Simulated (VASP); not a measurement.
Wanted: the native input for a VASP 6.6.1 run.

```
Task                   : single point
Functional             : PBEsol
Potentials or basis    : VASP PAW PBE potentials, release 64 (Rb_sv, Ta_pv, Cu, Se)
Cutoff                 : 520 eV
k mesh                 : 2 × 2 × 2
Occupations            : fermi-dirac, width 0.05 eV
Spin                   : no spin polarisation
Dipole correction      : no
Further INCAR settings : LREAL = Auto; ALGO = Normal; EDIFF = 1e-06; NBANDS = 74
```

The structure of Rb2Ta2Cu3Se8 (a cell with a defect) lies in POSCAR:

```
Rb2Ta2Cu3Se8
1.0
    7.9005120000      0.0000000000      0.0000000000
    0.0000000000      9.8156130000      2.9181180000
    0.0000000000     -9.8156130000      2.9181180000
Rb Ta Cu Se
2 2 3 8
Direct
    0.2674130487      0.5392456911      0.9090850481
    0.7448631177      0.8851505574      0.5650992269
    0.2570466319      0.5568664018      0.3669139251
    0.7560396086      0.2809550036      0.5199721694
   -0.0041769445      0.4278373684      0.4383716060
    0.4904745414      0.3704939258      0.3919495394
    0.7458630529      0.7981406137      0.0489464472
    0.2719570580      0.9182940795      0.5520714095
    0.8267945166      0.4335568889      0.8634434380
    0.9670259345      0.3616631899      0.1539431015
    0.4815510691      0.2655652592      0.0887041706
   -0.0155812687      0.0522137184      0.2472601205
    0.4755767727      0.0800999037      0.3210833247
    0.2586034930      0.6736701475      0.6916618919
    0.7510525900      0.6470310923      0.6961976599
```

The input as run:

INCAR

```
SYSTEM = Rb2Ta2Cu3Se8
PREC = Accurate
ENCUT = 520
EDIFF = 1E-6
ISMEAR = -1
SIGMA = 0.05
LREAL = Auto
LASPH = .TRUE.
NELM = 60
ALGO = Normal
ISIF = 2
LWAVE = .FALSE.
LCHARG = .FALSE.
GGA = PS
NBANDS = 74
```

KPOINTS

```
Automatic mesh
0
G
  2 2 2
  0 0 0
```

Potentials or basis: VASP PAW PBE potentials, release 64 (Rb_sv, Ta_pv, Cu, Se).

The run is started by

```console
$ cat potpaw_PBE.64/Rb_sv/POTCAR potpaw_PBE.64/Ta_pv/POTCAR potpaw_PBE.64/Cu/POTCAR potpaw_PBE.64/Se/POTCAR > POTCAR
$ mpirun -np 1 vasp_std > vasp.out
```

Results of the run:

| Item | Value |
| --- | --- |
| Pressure | -1.9 GPa |
| Largest force | 1.734 eV/Å |
| Band gap on the k mesh | zero (an odd number of electrons rules out a gap without spin polarisation) |

Caveat: the k points lie up to 0.56 Å⁻¹ apart, too coarse for converged energies and pressures of a metal; the atoms stand as in a frame of molecular dynamics; the PAW data sets were made with another functional, which shifts forces and pressure a little; spin-orbit coupling is left out, which moves the levels of the heavy elements.

It took 15 min on 1 thread of Intel(R) Xeon(R) Platinum 8488C (Sapphire Rapids) (shared host), peak memory 0.84 GiB.
